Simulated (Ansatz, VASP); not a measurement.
## As: VASP beside Ansatz

The input POSCAR:

```
As
1.0
    2.7036817444      0.0000000000      0.0000000000
    0.0000000000      2.7036817444      0.0000000000
    0.0000000000      0.0000000000      2.7036817444
As
1
Direct
    0.5000000000      0.5000000000      0.5000000000
```

The input INCAR.step1:

```
ALGO = Normal
EDIFF = 1E-5
ENCUT = 520
GGA = PE
ISIF = 2
ISMEAR = -1
LASPH = T
LREAL = F
LWAVE = T
NBANDS = 8
NELM = 100
PREC = Accurate
SIGMA = 0.05
```

The input INCAR.step2:

```
AEXX = 0.15
ALGO = Normal
EDIFF = 1E-7
ENCUT = 520
ISIF = 2
ISMEAR = -1
ISTART = 1
LASPH = T
LCHARG = T
LELF = T
LHFCALC = T
LMIXTAU = T
LREAL = F
LVHAR = T
LWAVE = F
METAGGA = R2SCAN
NBANDS = 8
NELM = 100
PREC = Accurate
PRECFOCK = Normal
SIGMA = 0.05
```

The input KPOINTS:

```
k-points
0
Gamma
  6 6 6
```

File input.yaml:

```yaml
crystal:
  lattice:
    - [2.7036817444, 0.0, 0.0]
    - [0.0, 2.7036817444, 0.0]
    - [0.0, 0.0, 2.7036817444]
  atoms:
    - { symbol: As, position: [0.5, 0.5, 0.5] }
hamiltonian:
  xc: { exchange: r2scan, correlation: r2scan, exx: { coeff: 0.15 } }
  pseudopotentials: { kind: paw }
kpoints:
  mp_grid: { grid: [6, 6, 6] }
scf:
  occupations: { method: fermi_dirac, width: 0.05 }
output:
  forces: true
  stress: true
  eigenvalues: true
```

Alike in both runs: task single point; functional r2SCAN-based global hybrid; k mesh 6 × 6 × 6; occupations fermi-dirac, width 0.05 eV; no spin polarisation.

|  | VASP | Ansatz |
| --- | --- | --- |
| version | VASP 6.6.1 | Ansatz 0.2.0 |
| potentials or method | VASP PAW PBE potentials, release 64 (As) | Ansatz PAW |
| plane-wave cutoff (eV) | 520 | 500 |
| valence electrons in the cell | 5 | 15 |

```tsv
	VASP	Ansatz	Ansatz less VASP
gap on the k mesh at the Fermi level (eV)	none	none	-
pressure (GPa)	-1.9	-1.5	+0.46
```

VASP's potentials were made for PBE, not for r2SCAN-based global hybrid. A gap of «none» marks a metal or a gap that the smearing closes. With one functional, cell and mesh, what is left measures potentials, basis and numerics. VASP's potentials hold 5 valence electrons a cell and Ansatz's 15, so a difference there can come from the potentials and not from the codes.

The k mesh is coarse, so the values compare programs but aren't converged.
